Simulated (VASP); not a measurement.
Input of a VASP 6.6.1 run:

File INCAR:

```
ALGO     = Normal         # electronic algorithm
EDIFF    = 1E-7           # SCF threshold, eV
ENCUT    = 520            # plane-wave cutoff, eV
GGA      = PE             # functional
ISIF     = 2              # what is computed and relaxed
ISMEAR   = 0              # smearing method
LASPH    = T              # aspherical terms in the spheres
LCHARG   = T              # write CHGCAR
LELF     = T              # ELF
LREAL    = F              # projectors in reciprocal space
LVHAR    = T            
LWAVE    = F              # write WAVECAR
NBANDS   = 23             # bands
NELM     = 60             # most SCF steps
PREC     = Accurate       # precision mode
SIGMA    = 0.1            # smearing width, eV
```

The input KPOINTS:

```
k-points
0
Gamma
  4 4 4
```

File POSCAR:

```
AlP5
1.0
    0.0000000000      3.8753257600      3.8753257600
    3.8753257600      0.0000000000      3.8753257600
    3.8753257600      3.8753257600      0.0000000000
Al P
1 5
Direct
    0.0000000000      0.0000000000      0.0000000000
    0.3750000000      0.3750000000      0.8750000000
    0.3750000000      0.8750000000      0.3750000000
    0.8750000000      0.3750000000      0.3750000000
    0.3750000000      0.3750000000      0.3750000000
    0.7500000000      0.7500000000      0.7500000000
```

Potentials or basis: VASP PAW PBE potentials, release 64 (Al, P).

The run is started by

```bash
$ cat potpaw_PBE.64/Al/POTCAR potpaw_PBE.64/P/POTCAR > POTCAR
$ mpirun -np 1 vasp_std > vasp.out
```

Problem. Estimate the pressure.

Solution. -13.1 GPa.

Problem. Estimate the band gap on the k mesh.

Solution. Zero (band 14 reaches 6.11 eV, above the bottom of band 15 at 4.58 eV).
